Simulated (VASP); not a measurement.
Wanted: the native input for a VASP 6.6.1 run.

- Task: single point
- Functional: PBE
- Potentials or basis: VASP PAW PBE potentials, release 64 (Te, Pt)
- Cutoff: 500 eV
- k mesh: 12 × 12 × 8
- Occupations: gaussian, width 0.15 eV
- Spin: collinear spin
- Starting moments: [0.0, 0.0, 0.438] μB
- Fixed moment: 0.4375 μB
- Dipole correction: no
- Further INCAR settings: ALGO = Normal; EDIFF = 1e-06; NBANDS = 22

The structure of Te2Pt lies in POSCAR:

```
Te2Pt
1.0
    3.9717110281      0.0000000000      0.0000000000
   -1.9858555140      3.4396026469      0.0000000000
    0.0000000000      0.0000000000      5.2344217783
Te Pt
2 1
Direct
    0.3333333333      0.6666666667      0.2528728645
    0.6666666667      0.3333333333      0.7471271355
    0.0000000000      0.0000000000      0.0000000000
```

The input as run:

INCAR

```
PREC = Accurate ; ENCUT = 500
EDIFF = 1E-6 ; ISMEAR = 0
SIGMA = 0.15 ; LREAL = F
LASPH = T ; NELM = 200
ALGO = Normal ; ISIF = 2
LWAVE = F ; LCHARG = F
ISPIN = 2 ; MAGMOM = 0 0 0.438
LORBIT = 11 ; NUPDOWN = 0.4375
LMAXMIX = 4 ; GGA = PE
NBANDS = 22 ; GGA_COMPAT = F
```

KPOINTS

```
regular mesh
0
Gamma
  12 12 8
```

Potentials or basis: VASP PAW PBE potentials, release 64 (Te, Pt).

Command:

```sh
$ cat potpaw_PBE.64/Te/POTCAR potpaw_PBE.64/Pt/POTCAR > POTCAR
$ mpirun -np 1 vasp_std > vasp.out
```

It gave:

The pressure is 9.9 GPa, the largest force is 1.026 eV/Å and the net moment is 0.44 μB per cell. The site moments are Te +0.09; Pt +0.13 μB and the valence electrons inside the program's atomic spheres are Te 3.36; Pt 9.54.

Caveat: the cell stands under pressure; the total moment is fixed, so each spin has its own Fermi level and the state may be an excited one; forces of over 1 eV/Å act on the atoms, so gaps and moduli don't describe the material at rest.

Wall time 2.2 min on 1 thread of AMD EPYC 9R45 96-Core Processor (Zen 5) (shared host), peak memory 0.39 GiB.
